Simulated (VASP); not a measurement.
# CoSi2 (Fm-3m) in VASP: notebook

CoSi2 is run at these levels: LDA, PBE, r2SCAN; tasks: single point.

Everything below comes from runs of VASP 6.6.1. Logs are shortened: lines on timing, memory, paths and dates and some standing lists are left out, and cuts for length are marked.

### 1 The cell of the first run

Symmetry: Fm-3m, No. 225, cubic system. Conventional cell: a = 5.461 Å, b = 5.461 Å, c = 5.461 Å, α = 90.00°, β = 90.00°, γ = 90.00°. Co (site symmetry m-3m) has 8 Si at 2.36 Å within 3.1 Å. Within 3.1 Å of Si (site symmetry -43m) lie 4 Co at 2.36 Å and 6 Si at 2.73 Å.

### 2 Single point, LDA, collinear spin, ferromagnetic start

INCAR reads:

```
ALGO     = Normal         # electronic algorithm
EDIFF    = 1E-7           # SCF threshold, eV
ENCUT    = 520            # plane-wave cutoff, eV
GGA      = CA             # functional
ISIF     = 2              # what is computed and relaxed
ISMEAR   = -1             # smearing method
ISPIN    = 2              # spin polarisation
LASPH    = True           # aspherical terms in the spheres
LCHARG   = False          # write CHGCAR
LMAXMIX  = 4              # l up to which the mixer works
LORBIT   = 11             # projections on sites
LREAL    = False          # projectors in reciprocal space
LWAVE    = False          # write WAVECAR
MAGMOM   = 2 0 0          # initial moments
NBANDS   = 20             # bands
NELM     = 150            # most SCF steps
PREC     = Accurate       # precision mode
SIGMA    = 0.05           # smearing width, eV
```

KPOINTS reads:

```
k-points
0
Gamma
  9 9 9
```

POSCAR reads:

```
CoSi2
1.0
    0.0000000000      2.7305231384      2.7305231384
    2.7305231384      0.0000000000      2.7305231384
    2.7305231384      2.7305231384      0.0000000000
Co Si
1 2
Direct
    0.0000000000      0.0000000000      0.0000000000
    0.7500000000      0.7500000000      0.7500000000
    0.2500000000      0.2500000000      0.2500000000
```

Potentials or basis: VASP PAW LDA potentials, release 64 (Co, Si).

Command:

```
cat potpaw_LDA.64/Co/POTCAR potpaw_LDA.64/Si/POTCAR > POTCAR
mpirun -np 1 vasp_std > vasp.out
```

OUTCAR:

```text
EDIFF = 1E-7
   ENCUT = 520
   GGA = CA
   ISIF = 2
   ISMEAR = -1
   ISPIN = 2
   LASPH = True
   LORBIT = 11
   LREAL = False
   NELM = 150
   PREC = Accurate

 ion  position               nearest neighbor table
   1  0.000  0.000  0.000-   2 2.36   2 2.36   3 2.36   3 2.36   3 2.36   3 2.36   2 2.36   2 2.36

   2  0.750  0.750  0.750-   1 2.36   1 2.36   1 2.36   1 2.36   3 2.73   3 2.73   3 2.73   3 2.73
                             3 2.73   3 2.73
   3  0.250  0.250  0.250-   1 2.36   1 2.36   1 2.36   1 2.36   2 2.73   2 2.73   2 2.73   2 2.73
                             2 2.73   2 2.73

  LATTYP: Found a face centered cubic cell.
 ALAT       =     5.4610462768

  Lattice vectors:

 A1 = (   0.0000000000,   2.7305231384,   2.7305231384)
 A2 = (   2.7305231384,   0.0000000000,   2.7305231384)
 A3 = (   2.7305231384,   2.7305231384,   0.0000000000)

Analysis of symmetry for initial positions (statically):
=====================================================================
 Subroutine PRICEL returns:
 Original cell was already a primitive cell.

 Routine SETGRP: Setting up the symmetry group for a
 face centered cubic supercell.

 Subroutine GETGRP returns: Found 48 space group operations
 (whereof 48 operations were pure point group operations)
 out of a pool of 48 trial point group operations.

The static configuration has the point symmetry O_h .

Analysis of symmetry for dynamics (positions and initial velocities):
=====================================================================
 Subroutine PRICEL returns:
 Original cell was already a primitive cell.

 Routine SETGRP: Setting up the symmetry group for a
 face centered cubic supercell.

 Subroutine GETGRP returns: Found 48 space group operations
 (whereof 48 operations were pure point group operations)
 out of a pool of 48 trial point group operations.

The dynamic configuration has the point symmetry O_h .

Analysis of structural, dynamic, and magnetic symmetry:
=====================================================================
 Subroutine PRICEL returns:
 Original cell was already a primitive cell.

 Routine SETGRP: Setting up the symmetry group for a
 face centered cubic supercell.

 Subroutine GETGRP returns: Found 48 space group operations
 (whereof 48 operations were pure point group operations)
 out of a pool of 48 trial point group operations.

The overall configuration has the point symmetry O_h .

 Subroutine INISYM returns: Found 48 space group operations
 (whereof 48 operations are pure point group operations),
 and found     1 'primitive' translations

----------------------------------------------------------------------------------------

                                     Primitive cell

  volume of cell :      40.7162

  direct lattice vectors                    reciprocal lattice vectors
     0.000000000  2.730523138  2.730523138    -0.183115094  0.183115094  0.183115094
     2.730523138  0.000000000  2.730523138     0.183115094 -0.183115094  0.183115094
     2.730523138  2.730523138  0.000000000     0.183115094  0.183115094 -0.183115094

  length of vectors
     3.861542855  3.861542855  3.861542855     0.317164646  0.317164646  0.317164646

  position of ions in fractional coordinates (direct lattice)
     0.000000000  0.000000000  0.000000000
     0.750000000  0.750000000  0.750000000
     0.250000000  0.250000000  0.250000000

  ion indices of the primitive-cell ions
   primitive index   ion index
                 1           1
                 2           2
                 3           3

----------------------------------------------------------------------------------------

 KPOINTS: k-points

Automatic generation of k-mesh.
 Grid dimensions read from file:
 generate k-points for:    9    9    9

 Generating k-lattice:

  Cartesian coordinates                     Fractional coordinates (reciprocal lattice)
    -0.020346122  0.020346122  0.020346122     0.111111111  0.000000000  0.000000000
     0.020346122 -0.020346122  0.020346122     0.000000000  0.111111111  0.000000000
     0.020346122  0.020346122 -0.020346122     0.000000000  0.000000000  0.111111111

  Length of vectors
     0.035240516  0.035240516  0.035240516

  Shift w.r.t. Gamma in fractional coordinates (k-lattice)
     0.000000000  0.000000000  0.000000000

 Subroutine IBZKPT returns following result:
 ===========================================

 Found     35 irreducible k-points:

 Following reciprocal coordinates:
            Coordinates               Weight
  0.000000  0.000000  0.000000      1.000000
  0.111111  0.000000  0.000000      8.000000
  0.222222  0.000000  0.000000      8.000000
  0.333333  0.000000  0.000000      8.000000
  0.444444  0.000000  0.000000      8.000000
  0.111111  0.111111  0.000000      6.000000
[... 16 lines left out ...]
 -0.333333  0.333333  0.000000     12.000000
  0.444444  0.444444  0.000000      6.000000
 [... further k-points ...]
   k-points           NKPTS =     35   k-points in BZ     NKDIM =     35   number of bands    NBANDS=     20
   number of dos      NEDOS =    301   number of ions     NIONS =      3
   total plane-waves  NPLWV =  27000
   dimension x,y,z NGX =    30 NGY =   30 NGZ =   30
   dimension x,y,z NGXF=    60 NGYF=   60 NGZF=   60
   ions per type =               1   2
   NGX,Y,Z   is equivalent  to a cutoff of  12.92, 12.92, 12.92 a.u.
   NGXF,Y,Z  is equivalent  to a cutoff of  25.83, 25.83, 25.83 a.u.
 SYSTEM =  unknown system
   PREC   = accura    normal or accurate (medium, high low for compatibility)
   ISTART =      0    job   : 0-new  1-cont  2-samecut
   ICHARG =      2    charge: 1-file 2-atom 10-const
   ISPIN  =      2    spin polarized calculation?
   LNONCOLLINEAR =      F non collinear calculations
   LSORBIT =      F    spin-orbit coupling
   LASPH  =      T    aspherical Exc in radial PAW
   ENCUT  =  520.0 eV  38.22 Ry    6.18 a.u.   7.18  7.18  7.18*2*pi/ulx,y,z
   NELM   =    150;   NELMIN=  2; NELMDL= -5     # of ELM steps
   EDIFF  = 0.1E-06   stopping-criterion for ELM
   LREAL  =      F    real-space projection
   EDIFFG = 0.1E-05   stopping-criterion for IOM
   NSW    =      0    number of steps for IOM
   IBRION =     -1    ionic relax: 0-MD 1-quasi-New 2-CG
   NFREE  =      0    steps in history (QN), initial steepest desc. (CG)
   ISIF   =      2    stress and relaxation
   ISYM   =      2    0-nonsym 1-usesym 2-fastsym
   POTIM  = 0.5000    time-step for ionic-motion
   TEBEG  =    0.0;   TEEND  =   0.0 temperature during run
   PSTRESS=    0.0 pullay stress
   NELECT =      17.0000    total number of electrons
   NUPDOWN=      -1.0000    fix difference up-down
   EMIN   =  10.00;   EMAX   =-10.00  energy-range for DOS
[... 5 lines left out ...]
     AMIX     =   0.40;   BMIX     =  1.00
     AMIX_MAG =   1.60;   BMIX_MAG =  1.00
  volume/ion in A,a.u.               =      13.57        91.59
  Fermi-wavevector in a.u.,A,eV,Ry     =   1.223588  2.312246 20.370208  1.497168
  Thomas-Fermi vector in A             =   2.358694
   LORBIT       =     11    0 simple, 1 ext, 2 COOP (PROOUT), +10 PAW based schemes
   GGA     = CA    functional components
   LHFCALC =     F    Hartree Fock is set to
   AEXX    =    0.0000 exact exchange contribution
   IVDW    =     0    specifies the selected vdW correction
   LEPSILON=     F    determine dielectric tensor
   LRPA    =     F    only Hartree local field effects (RPA)
 spin polarized calculation
  energy-cutoff  :      520.00
  volume of cell :       40.72
 maximum number of plane-waves:      1113
 NGX is ok and might be reduce to    30
   NGX = 15   NGY = 15   NGZ = 15

 number of electron      16.9999998 magnetization       0.0031601

 number of electron      16.9999998 magnetization      -0.0001486

 Free energy of the ion-electron system (eV)
  ---------------------------------------------------
  ext. energy  EPLUGINS =         0.00000000
  ---------------------------------------------------
  free energy    TOTEN  =       -21.70328846 eV

  energy without entropy =      -21.69331076  energy(sigma->0) =      -21.69829961

 E-fermi :   9.1928     XC(G=0): -11.6462

 val. band max:        9.1440606117   @ k =  -0.2222   0.1111   0.0000
 cond. band min:       9.2349365214   @ k =   0.3333   0.1111   0.0000
 fundamental gap:      0.0908759098
 Fermi energy:         9.1927903193

 spin component 1

 k-point     1 :       0.0000    0.0000    0.0000
  band No.  band energies     occupation
      1      -3.4114      1.00000
      2       5.3853      1.00000
      3       5.3853      1.00000
      4       5.3853      1.00000
      5       7.5002      1.00000
      6       7.5002      1.00000
[... 12 lines left out ...]
     19      19.3589      0.00000
     20      22.8443      0.00000
[... 507 lines left out ...]
 k-point    24 :       0.4444    0.4444    0.0000
  band No.  band energies     occupation
      1       0.0458      1.00000
      2       2.8602      1.00000
      3       2.9875      1.00000
      4       5.7415      1.00000
      5       5.7415      1.00000
      6       7.4700      1.00000
[... 12 lines left out ...]
     19      23.8251      0.00000
     20      23.8251      0.00000

 [... further k-points ...]

 spin component 2

 k-point     1 :       0.0000    0.0000    0.0000
  band No.  band energies     occupation
      1      -3.4113      1.00000
      2       5.3854      1.00000
      3       5.3854      1.00000
      4       5.3854      1.00000
      5       7.5003      1.00000
      6       7.5003      1.00000
[... 12 lines left out ...]
     19      19.3589      0.00000
     20      22.8443      0.00000
[... 507 lines left out ...]
 k-point    24 :       0.4444    0.4444    0.0000
  band No.  band energies     occupation
      1       0.0459      1.00000
      2       2.8602      1.00000
      3       2.9875      1.00000
      4       5.7416      1.00000
      5       5.7416      1.00000
      6       7.4700      1.00000
[... 12 lines left out ...]
     19      23.8251      0.00000
     20      23.8251      0.00000

 [... further k-points ...]
[... 5 lines left out ...]
  --------------------------------------------------------------------------------------
  -------------------------------------------------------------------------------------
  Total       -4.1974524     -4.1974524     -4.1974524     -0.0000000      0.0000000      0.0000000
  in kB     -165.1690933   -165.1690933   -165.1690933     -0.0000000      0.0000000      0.0000000
  external PRESSURE =    -165.1690933 kB  Pullay stress =       0.0000000 kB

 VOLUME and BASIS-vectors are now :
 -----------------------------------------------------------------------------
  energy-cutoff  :      520.00
  volume of cell :       40.72
      direct lattice vectors                 reciprocal lattice vectors
     0.000000000  2.730523138  2.730523138    -0.183115094  0.183115094  0.183115094
     2.730523138  0.000000000  2.730523138     0.183115094 -0.183115094  0.183115094
     2.730523138  2.730523138  0.000000000     0.183115094  0.183115094 -0.183115094

 POSITION                                       TOTAL-FORCE (eV/Angst)
 -----------------------------------------------------------------------------------
      0.00000      0.00000      0.00000         0.000000      0.000000     -0.000000
      4.09578      4.09578      4.09578         0.000000      0.000000     -0.000000
      1.36526      1.36526      1.36526        -0.000000     -0.000000      0.000000
 -----------------------------------------------------------------------------------
    total drift:                                0.000000     -0.000000     -0.000000

  FREE ENERGIE OF THE ION-ELECTRON SYSTEM (eV)
  ---------------------------------------------------
  free  energy   TOTEN  =       -21.7032884576 eV

  energy  without entropy=      -21.6933107566  energy(sigma->0) =      -21.69829961

 total charge

# of ion       s       p       d       tot
------------------------------------------
    1        0.514   0.650   7.565   8.729
    2        0.729   0.840   0.000   1.569
    3        0.729   0.840   0.000   1.569
--------------------------------------------------
tot          1.971   2.331   7.565  11.867

 magnetization (x)

# of ion       s       p       d       tot
------------------------------------------
    1        0.000   0.000  -0.000  -0.000
    2       -0.000   0.000   0.000   0.000
    3       -0.000   0.000   0.000   0.000
--------------------------------------------------
tot         -0.000   0.000  -0.000  -0.000
```

Run time: 37 s. Hardware: 1 thread of AMD EPYC 9R45 (Zen 5), shared host; peak memory 0.15 GiB.

What came out:

| Quantity | Value |
| --- | --- |
| Free energy | -21.7033 eV |
| Pressure | -16.5 GPa |
| Net moment | 0.00 μB per cell |
| Valence electrons inside the program's atomic spheres | Co 8.73; Si 1.57 |

Levels at points of the mesh, in eV from the Fermi level:
Spin up:
| k point | band 7 | band 8 | band 9 | band 10 | band 11 | band 12 |
| --- | --- | --- | --- | --- | --- | --- |
| (0.00, 0.00, 0.00) | 0.15 | 3.22 | 3.22 | 3.22 | 3.47 | 3.47 |
Spin down:
```
           k point  band 7  band 8  band 9  band 10  band 11  band 12
(0.00, 0.00, 0.00)    0.15    3.22    3.22     3.22     3.47     3.47
```

Caveat: the starting moments collapsed, and a magnetic state may lie lower.

### 3 Single point, PBE, collinear spin, ferromagnetic start

Edit INCAR of step 2 so:

```diff
@@ -1,5 +1,5 @@
 ALGO     = Normal         # electronic algorithm
-EDIFF    = 1E-7           # SCF threshold, eV
+EDIFF    = 1E-6           # SCF threshold, eV
 ENCUT    = 520            # plane-wave cutoff, eV
-GGA      = CA             # functional
+GGA      = PE             # functional
 ISIF     = 2              # what is computed and relaxed
```

KPOINTS is that of step 2.

POSCAR is that of step 2.

Potentials or basis: VASP PAW PBE potentials, release 64 (Co, Si).

Command:

```
cat potpaw_PBE.64/Co/POTCAR potpaw_PBE.64/Si/POTCAR > POTCAR
mpirun -np 1 vasp_std > vasp.out
```

It took 38 s on 1 thread of AMD EPYC 9R45 (Zen 5), shared host; peak memory 0.18 GiB.

It converged, with:

- Free energy: -19.2301 eV
- Pressure: -8.9 GPa
- Net moment: 0.00 μB per cell
- Valence electrons inside the program's atomic spheres: Co 8.70; Si 1.56

Levels at points of the mesh, in eV from the Fermi level:
Spin up:
```tsv
k point	band 6	band 7	band 8	band 9	band 10	band 11	band 12	band 13
(0.00, 0.00, 0.00)	-1.70	0.23	3.21	3.21	3.21	3.45	3.45	3.45
```
Spin down:
```tsv
k point	band 5	band 6	band 7	band 8	band 9	band 10	band 11	band 12	band 13	band 14
(0.00, 0.00, 0.00)	-1.70	-1.70	0.23	3.21	3.21	3.21	3.45	3.45	3.45	5.46
```

Caveat: the starting moments collapsed, and a magnetic state may lie lower.

### 4 Single point, r2SCAN, collinear spin, ferromagnetic start

This run uses another cell than the first one, of 12.04 Å³/atom, 0.887 times its volume.

POSCAR reads:

```
CoSi2
1.0
    0.0000000000      2.6233315991      2.6233315991
    2.6233315991      0.0000000000      2.6233315991
    2.6233315991      2.6233315991      0.0000000000
Co Si
1 2
Direct
    0.0000000000      0.0000000000      0.0000000000
    0.7500000000      0.7500000000      0.7500000000
    0.2500000000      0.2500000000      0.2500000000
```

INCAR.step1 reads:

```
SYSTEM = CoSi2
PREC = Accurate ; ENCUT = 520
ISMEAR = -1 ; SIGMA = 0.05
LREAL = .FALSE. ; LASPH = .TRUE.
NELM = 150 ; ISPIN = 2
MAGMOM = 2 0 0 ; LMAXMIX = 4
NBANDS = 20 ; GGA = PE
ALGO = Normal ; EDIFF = 1E-4
LWAVE = .TRUE. ; LCHARG = .FALSE.
```

INCAR.step2 reads:

```
SYSTEM = CoSi2
PREC = Accurate ; ENCUT = 520
EDIFF = 1E-6 ; ISMEAR = -1
SIGMA = 0.05 ; LREAL = .FALSE.
LASPH = .TRUE. ; NELM = 150
ALGO = Normal ; ISIF = 2
LWAVE = .FALSE. ; LCHARG = .TRUE.
ISPIN = 2 ; MAGMOM = 2 0 0
LORBIT = 11 ; LMAXMIX = 4
METAGGA = R2SCAN ; LMIXTAU = .TRUE.
LELF = .TRUE. ; LVHAR = .TRUE.
NBANDS = 20 ; ISTART = 1
```

KPOINTS reads:

```
regular mesh
0
G
  9 9 9
  0 0 0
```

Command:

```
cat potpaw_PBE.64/Co/POTCAR potpaw_PBE.64/Si/POTCAR > POTCAR
cp INCAR.step1 INCAR
mpirun -np 1 vasp_std > vasp.out
cp INCAR.step2 INCAR
mpirun -np 1 vasp_std > vasp.out
```

Run time: 1.9 min. Hardware: 1 thread of AMD EPYC 9R45 (Zen 5), shared host; peak memory 0.18 GiB.

The run converged. Its results:

| Quantity | Value |
| --- | --- |
| Free energy | -31.9716 eV |
| Pressure | 8.4 GPa |
| Net moment | 0.00 μB per cell |
| Valence electrons inside the program's atomic spheres | Co 9.10; Si 1.64 |

Levels at points of the mesh, in eV from the Fermi level:
Spin up:
```
           k point  band 7  band 8  band 9  band 10  band 11  band 12
(0.00, 0.00, 0.00)    1.96    3.63    3.63     3.63     3.92     3.92
```
Spin down:
```tsv
k point	band 5	band 6	band 7	band 8	band 9	band 10	band 11	band 12	band 13	band 14
(0.00, 0.00, 0.00)	-2.21	-2.21	1.96	3.63	3.63	3.63	3.92	3.92	3.92	6.47
```

Caveat: the starting moments collapsed, and a magnetic state may lie lower; the PAW data sets were made with another functional, which shifts forces and pressure a little.

### 5 Single point, r2SCAN, collinear spin, ferromagnetic start

This run uses another cell than the first one, of 12.29 Å³/atom, 0.906 times its volume.

POSCAR reads:

```
CoSi2
1.0
    0.0000000000      2.6418063740      2.6418063740
    2.6418063740      0.0000000000      2.6418063740
    2.6418063740      2.6418063740      0.0000000000
Co Si
1 2
Direct
    0.0000000000      0.0000000000      0.0000000000
    0.7500000000      0.7500000000      0.7500000000
    0.2500000000      0.2500000000      0.2500000000
```

INCAR.step1 reads:

```
  PREC = Accurate
  ENCUT = 520
  ISMEAR = -1
  SIGMA = 0.05
  LREAL = False
  LASPH = True
  NELM = 150
  ISPIN = 2
  MAGMOM = 2 0 0
  LMAXMIX = 4
  NBANDS = 20
  GGA = PE
  ALGO = Normal
  EDIFF = 1E-4
  LWAVE = True
  LCHARG = False
```

INCAR.step2 reads:

```
  PREC = Accurate
  ENCUT = 520
  EDIFF = 1E-6
  ISMEAR = -1
  SIGMA = 0.05
  LREAL = False
  LASPH = True
  NELM = 150
  ALGO = Normal
  ISIF = 2
  LWAVE = False
  LCHARG = False
  ISPIN = 2
  MAGMOM = 2 0 0
  LORBIT = 11
  LMAXMIX = 4
  METAGGA = R2SCAN
  LMIXTAU = True
  NBANDS = 20
  ISTART = 1
```

KPOINTS reads:

```
regular mesh
0
Gamma
  9 9 9
```

Command:

```
cat potpaw_PBE.64/Co/POTCAR potpaw_PBE.64/Si/POTCAR > POTCAR
cp INCAR.step1 INCAR
mpirun -np 1 vasp_std > vasp.out
cp INCAR.step2 INCAR
mpirun -np 1 vasp_std > vasp.out
```

Wall time 1.9 min (1 thread of AMD EPYC 9R45 (Zen 5), shared host); peak memory 0.18 GiB.

Results (log left out):

* Free energy: -32.0000 eV
* Pressure: 3.6 GPa
* Net moment: 0.00 μB per cell
* Valence electrons inside the program's atomic spheres: Co 9.04; Si 1.62

Levels at points of the mesh, in eV from the Fermi level:
Spin up:
| k point | band 5 | band 6 | band 7 | band 8 | band 9 | band 10 | band 11 | band 12 | band 13 | band 14 |
| --- | --- | --- | --- | --- | --- | --- | --- | --- | --- | --- |
| (0.00, 0.00, 0.00) | -2.13 | -2.13 | 1.72 | 3.63 | 3.63 | 3.63 | 3.82 | 3.82 | 3.82 | 6.36 |
Spin down:
```csv
k point,band 7,band 8,band 9,band 10,band 11,band 12
"(0.00, 0.00, 0.00)",1.72,3.63,3.63,3.63,3.82,3.82
```

Caveat: the starting moments collapsed, and a magnetic state may lie lower; the PAW data sets were made with another functional, which shifts forces and pressure a little.

(Continued in part 2 of 2.)
